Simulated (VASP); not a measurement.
# Fe (P6_3/mmc) in VASP: a series of runs, part 2 of 3

VASP 6.6.1.

## Step 4: Electric field gradients, PBEsol (volume scaled by 0.96)

INCAR

```
  ALGO = Normal
  EDIFF = 1E-8
  ENCUT = 520
  GGA = PS
  ISIF = 2
  ISMEAR = -1
  LASPH = T
  LCHARG = F
  LEFG = T
  LREAL = F
  LWAVE = F
  NBANDS = 15
  NELM = 60
  PREC = Accurate
  SIGMA = 0.08
```

KPOINTS

```
k-points
0
Gamma
  17 17 10
```

POSCAR

```
Fe
1.0
    2.4012595311      0.0000000000      0.0000000000
   -1.2006297656      2.0795517550      0.0000000000
    0.0000000000      0.0000000000      3.7900100715
Fe
2
Direct
    0.3333333333      0.6666666667      0.2500000000
    0.6666666667      0.3333333333      0.7500000000
```

Potentials or basis: VASP PAW PBE potentials, release 64 (Fe).

Command:

```console
$ cat potpaw_PBE.64/Fe/POTCAR > POTCAR
$ mpirun -np 1 vasp_std > vasp.out
```

OUTCAR:

```text
EDIFF = 1E-8
   ENCUT = 520
   GGA = PS
   ISIF = 2
   ISMEAR = -1
   LASPH = T
   LREAL = F
   NELM = 60
   PREC = Accurate

 ion  position               nearest neighbor table
   1  0.333  0.667  0.250-   2 2.35   2 2.35   2 2.35   2 2.35   2 2.35   2 2.35
   2  0.667  0.333  0.750-   1 2.35   1 2.35   1 2.35   1 2.35   1 2.35   1 2.35

  LATTYP: Found a hexagonal cell.
 ALAT       =     2.4012595311
 C/A-ratio  =     1.5783425417

  Lattice vectors:

 A1 = (   2.4012595311,   0.0000000000,   0.0000000000)
 A2 = (  -1.2006297656,   2.0795517550,   0.0000000000)
 A3 = (   0.0000000000,   0.0000000000,   3.7900100715)

Analysis of symmetry for initial positions (statically):
=====================================================================
 Subroutine PRICEL returns:
 Original cell was already a primitive cell.

 Routine SETGRP: Setting up the symmetry group for a
[... 623 lines left out ...]
  energy-cutoff  :      520.00
  volume of cell :       18.93
      direct lattice vectors                 reciprocal lattice vectors
     2.401259531  0.000000000  0.000000000     0.416448113  0.240436430  0.000000000
    -1.200629766  2.079551755  0.000000000     0.000000000  0.480872860  0.000000000
     0.000000000  0.000000000  3.790010071     0.000000000  0.000000000  0.263851542

 POSITION                                       TOTAL-FORCE (eV/Angst)
 -----------------------------------------------------------------------------------
     -0.00000      1.38637      0.94750         0.000000      0.000000      0.000000
      1.20063      0.69318      2.84251        -0.000000      0.000000      0.000000
 -----------------------------------------------------------------------------------
    total drift:                                0.000000      0.000000     -0.000000

  FREE ENERGIE OF THE ION-ELECTRON SYSTEM (eV)
  ---------------------------------------------------
  free  energy   TOTEN  =       -17.8698843358 eV

  energy  without entropy=      -17.8196392714  energy(sigma->0) =      -17.84476180

 Electric field gradients (V/A^2)
---------------------------------------------------------------------
 ion       V_xx      V_yy      V_zz      V_xy      V_xz      V_yz
---------------------------------------------------------------------
   1       4.392     4.393    -8.785     0.001     0.000    -0.000
   2       4.392     4.393    -8.785     0.001    -0.000     0.000
---------------------------------------------------------------------

 Electric field gradients after diagonalization (V/A^2)
 (convention: |V_zz| > |V_xx| > |V_yy|)
----------------------------------------------------------------------
 ion       V_xx      V_yy      V_zz     asymmetry (V_yy - V_xx)/ V_zz
----------------------------------------------------------------------
   1       4.393     4.392    -8.785       0.000
   2       4.393     4.392    -8.785       0.000
----------------------------------------------------------------------

           NMR quadrupolar parameters

 Cq : quadrupolar parameter    Cq=e*Q*V_zz/h
 eta: asymmetry parameters     (V_yy - V_xx)/ V_zz
 Q  : nuclear electric quadrupole moment in mb (millibarn)
----------------------------------------------------------------------
 ion       Cq(MHz)       eta       Q (mb)
----------------------------------------------------------------------
   1      -0.021       0.000       1.000
   2      -0.021       0.000       1.000
----------------------------------------------------------------------
```

stdout:

```text
POSCAR found type information on POSCAR Fe
 POSCAR found :  1 types and       2 ions
 scaLAPACK will be used
 -----------------------------------------------------------------------------
|                                                                             |
|                                                                             |
|     You enforced a specific xc type in the INCAR file but a different       |
|     I HOPE YOU KNOW WHAT YOU ARE DOING!                                     |
|                                                                             |
 -----------------------------------------------------------------------------

 LDA part: xc-table for (Slater+PW92), standard interpolation
 POSCAR, INCAR and KPOINTS ok, starting setup
 FFT: planning ... GRIDC
 FFT: planning ... GRID_SOFT
 FFT: planning ... GRID
 WAVECAR not read
 entering main loop
ion   1

ion   2
```

Wall time 48 s (1 thread of Intel Xeon 6975P-C, shared host); peak memory 0.17 GiB.

Results:

```
Free energy            : -17.8699 eV
Pressure               : 12.5 GPa
Band gap on the k mesh : zero (band 8 reaches 8.55 eV, above the bottom of band 9 at 6.51 eV)
```

Levels at points of the mesh, in eV from the Fermi level:
| k point | band 6 | band 7 | band 8 | band 9 | band 10 | band 11 |
| --- | --- | --- | --- | --- | --- | --- |
| (0.00, 0.00, 0.00) | -1.33 | -1.33 | -0.95 | -0.95 | 0.56 | 0.79 |
| (0.00, 0.00, 0.50) | -1.99 | -1.99 | -1.99 | 0.36 | 0.36 | 0.36 |

Electric field gradients, principal values (V/Å²):
| atom | least | middle | greatest (by size) |
| --- | --- | --- | --- |
| 1 Fe | 4.392 | 4.393 | -8.785 |
| 2 Fe | 4.392 | 4.393 | -8.785 |

Caveat: without QUAD_EFG the Cq values of the log hold for a quadrupole moment of 1 mb, not for the nuclei; the PAW data sets were made with another functional, which shifts forces and pressure a little; the run has no spin polarisation, though such a crystal can be magnetic.

## Step 5: Electric field gradients, PBEsol (zz strain of -3 %)

INCAR

```
  ALGO = Normal
  EDIFF = 1E-8
  ENCUT = 520
  GGA = PS
  ISIF = 2
  ISMEAR = -1
  LASPH = True
  LCHARG = False
  LEFG = True
  LREAL = False
  LWAVE = False
  NBANDS = 15
  NELM = 60
  PREC = Accurate
  SIGMA = 0.08
```

KPOINTS is that of step 4.

POSCAR

```
Fe
1.0
    2.4341575853      0.0000000000      0.0000000000
   -1.2170787927      2.1080423057      0.0000000000
    0.0000000000      0.0000000000      3.7266764359
Fe
2
Direct
    0.3333333333      0.6666666667      0.2500000000
    0.6666666667      0.3333333333      0.7500000000
```

Potentials or basis: VASP PAW PBE potentials, release 64 (Fe).

Command:

```console
$ cat potpaw_PBE.64/Fe/POTCAR > POTCAR
$ mpirun -np 1 vasp_std > vasp.out
```

OUTCAR:

```text
EDIFF = 1E-8
   ENCUT = 520
   GGA = PS
   ISIF = 2
   ISMEAR = -1
   LASPH = True
   LREAL = False
   NELM = 60
   PREC = Accurate

 ion  position               nearest neighbor table
   1  0.333  0.667  0.250-   2 2.33   2 2.33   2 2.33   2 2.33   2 2.33   2 2.33
   2  0.667  0.333  0.750-   1 2.33   1 2.33   1 2.33   1 2.33   1 2.33   1 2.33

  LATTYP: Found a hexagonal cell.
 ALAT       =     2.4341575853
 C/A-ratio  =     1.5309922654

  Lattice vectors:

 A1 = (   2.4341575853,   0.0000000000,   0.0000000000)
 A2 = (  -1.2170787927,   2.1080423057,   0.0000000000)
 A3 = (   0.0000000000,   0.0000000000,   3.7266764359)

Analysis of symmetry for initial positions (statically):
=====================================================================
 Subroutine PRICEL returns:
 Original cell was already a primitive cell.

 Routine SETGRP: Setting up the symmetry group for a
[... 623 lines left out ...]
  energy-cutoff  :      520.00
  volume of cell :       19.12
      direct lattice vectors                 reciprocal lattice vectors
     2.434157585  0.000000000  0.000000000     0.410819746  0.237186891  0.000000000
    -1.217078793  2.108042306  0.000000000     0.000000000  0.474373781  0.000000000
     0.000000000  0.000000000  3.726676436     0.000000000  0.000000000  0.268335611

 POSITION                                       TOTAL-FORCE (eV/Angst)
 -----------------------------------------------------------------------------------
     -0.00000      1.40536      0.93167        -0.000000     -0.000000      0.000000
      1.21708      0.70268      2.79501         0.000000      0.000000      0.000000
 -----------------------------------------------------------------------------------
    total drift:                                0.000000     -0.000000     -0.000000

  FREE ENERGIE OF THE ION-ELECTRON SYSTEM (eV)
  ---------------------------------------------------
  free  energy   TOTEN  =       -17.8607809742 eV

  energy  without entropy=      -17.8104209006  energy(sigma->0) =      -17.83560094

 Electric field gradients (V/A^2)
---------------------------------------------------------------------
 ion       V_xx      V_yy      V_zz      V_xy      V_xz      V_yz
---------------------------------------------------------------------
   1       8.129     8.129   -16.258     0.000     0.000    -0.000
   2       8.129     8.129   -16.258     0.000    -0.000     0.000
---------------------------------------------------------------------

 Electric field gradients after diagonalization (V/A^2)
 (convention: |V_zz| > |V_xx| > |V_yy|)
----------------------------------------------------------------------
 ion       V_xx      V_yy      V_zz     asymmetry (V_yy - V_xx)/ V_zz
----------------------------------------------------------------------
   1       8.129     8.129   -16.258       0.000
   2       8.129     8.129   -16.258       0.000
----------------------------------------------------------------------

           NMR quadrupolar parameters

 Cq : quadrupolar parameter    Cq=e*Q*V_zz/h
 eta: asymmetry parameters     (V_yy - V_xx)/ V_zz
 Q  : nuclear electric quadrupole moment in mb (millibarn)
----------------------------------------------------------------------
 ion       Cq(MHz)       eta       Q (mb)
----------------------------------------------------------------------
   1      -0.039       0.000       1.000
   2      -0.039       0.000       1.000
----------------------------------------------------------------------
```

OSZICAR:

```text
N       E                     dE             d eps       ncg     rms          rms(c)
DAV:   1     0.751042381300E+02    0.75104E+02   -0.72705E+03  6068   0.146E+03
DAV:   2    -0.192775985839E+02   -0.94382E+02   -0.84584E+02  5940   0.247E+02
DAV:   3    -0.212518415160E+02   -0.19742E+01   -0.19039E+01  7277   0.516E+01
DAV:   4    -0.212638114975E+02   -0.11970E-01   -0.11968E-01  7011   0.342E+00
DAV:   5    -0.212639642012E+02   -0.15270E-03   -0.15270E-03  7347   0.385E-01    0.197E+01
DAV:   6    -0.180590490334E+02    0.32049E+01   -0.12193E+01  6591   0.760E+01    0.193E+00
DAV:   7    -0.179048753352E+02    0.15417E+00   -0.71791E-01  7039   0.166E+01    0.109E+00
DAV:   8    -0.178745416565E+02    0.30334E-01   -0.40939E-03  8898   0.980E-01    0.542E-01
DAV:   9    -0.178607601158E+02    0.13782E-01   -0.24072E-03  8791   0.593E-01    0.630E-02
DAV:  10    -0.178607943489E+02   -0.34233E-04   -0.16340E-04  7448   0.219E-01    0.369E-02
DAV:  11    -0.178607806041E+02    0.13745E-04   -0.11653E-05  7767   0.766E-02    0.296E-03
DAV:  12    -0.178607806580E+02   -0.53809E-07   -0.59776E-07  7130   0.106E-02    0.187E-03
DAV:  13    -0.178607808166E+02   -0.15863E-06   -0.14214E-08  5784   0.173E-03    0.514E-04
DAV:  14    -0.178607809779E+02   -0.16135E-06   -0.11708E-09  3551   0.426E-04    0.524E-05
DAV:  15    -0.178607809742E+02    0.37301E-08   -0.15668E-10  3355   0.150E-04
   1 F= -.17860781E+02 E0= -.17835601E+02  d E =-.503601E-01
```

stdout:

```text
POSCAR found type information on POSCAR Fe
 POSCAR found :  1 types and       2 ions
 scaLAPACK will be used
 -----------------------------------------------------------------------------
|                                                                             |
|                                                                             |
|     You enforced a specific xc type in the INCAR file but a different       |
|     I HOPE YOU KNOW WHAT YOU ARE DOING!                                     |
|                                                                             |
 -----------------------------------------------------------------------------

 LDA part: xc-table for (Slater+PW92), standard interpolation
 POSCAR, INCAR and KPOINTS ok, starting setup
 FFT: planning ... GRIDC
 FFT: planning ... GRID_SOFT
 FFT: planning ... GRID
 WAVECAR not read
 entering main loop
ion   1

ion   2
```

Wall time 44 s (1 thread of Intel Xeon 6975P-C, shared host); peak memory 0.17 GiB.

Results:

```
Free energy            : -17.8608 eV
Pressure               : 9.3 GPa
Band gap on the k mesh : zero (band 8 reaches 8.32 eV, above the bottom of band 9 at 6.34 eV)
```

Stress tensor (GPa, compression positive):
```
 3.67  0.00  0.00
 0.00  3.67  0.00
 0.00  0.00 20.59
```

Electric field gradients, principal values (V/Å²):
```tsv
atom	least	middle	greatest (by size)
1 Fe	8.129	8.129	-16.258
2 Fe	8.129	8.129	-16.258
```

Caveat: the cell differs from its parent crystal (zz strain of -3 %); without QUAD_EFG the Cq values of the log hold for a quadrupole moment of 1 mb, not for the nuclei; the PAW data sets were made with another functional, which shifts forces and pressure a little; the run has no spin polarisation, though such a crystal can be magnetic. Spin polarisation is off, so any magnetic state and its effect on volume and gap are missing.

(Continued in part 3 of 3.)
